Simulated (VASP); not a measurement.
Crystal: SiAs5.

```
CELL_PARAMETERS angstrom
0.00000 3.89646 3.89646
3.89646 0.00000 3.89646
3.89646 3.89646 0.00000
ATOMIC_POSITIONS crystal
Si 0.25000 0.25000 0.25000
As 0.87638 0.37086 0.87638
As 0.87638 0.87638 0.87638
As 0.37086 0.87638 0.87638
As 0.87638 0.87638 0.37086
As 0.50000 0.50000 0.50000
```

- Program: VASP 6.6.1
- Task: relaxation of cell and atoms
- Functional: PBE
- Potentials or basis: VASP PAW PBE potentials, release 64 (Si, As)
- Cutoff: 600 eV
- k mesh: 8 × 8 × 8
- Occupations: gaussian, width 0.1 eV
- Spin: no spin polarisation

At the start: pressure 1.1 GPa; volume 19.72 Å³/atom.

How do energy, volume and symmetry change on relaxing?

Over 7 steps the energy falls by 2.2 meV/atom and the volume is 20.01 Å³/atom (+1.5 %); space group F-43m (No. 216, to 0.05 Å).

Step by step:
| step | energy change (eV) | largest force (eV/Å) | pressure (GPa) | volume (Å³) |
| --- | --- | --- | --- | --- |
| 1 | 0.0000 | 0.1669 | 1.07 | 118.32 |
| 2 | -0.0092 | 0.0930 | -0.32 | 120.59 |
| 3 | -0.0093 | 0.0977 | -0.22 | 120.41 |
| 4 | -0.0114 | 0.0703 | -0.13 | 120.22 |
| 5 | -0.0133 | 0.0081 | 0.09 | 119.81 |
| 6 | -0.0133 | 0.0051 | 0.10 | 119.79 |
| 7 | -0.0134 | 0.0016 | -0.05 | 120.06 |

Final structure:
```xyz
6
Lattice="0.0000 3.9155 3.9155 3.9155 0.0000 3.9155 3.9155 3.9155 0.0000" Properties=species:S:1:pos:R:3 pbc="T T T"
Si    1.9578    1.9578    1.9578
As    4.8990    6.8475    4.8990
As    6.8475    6.8475    6.8475
As    6.8475    4.8990    4.8990
As    4.8990    4.8990    6.8475
As    3.9155    3.9155    3.9155
```
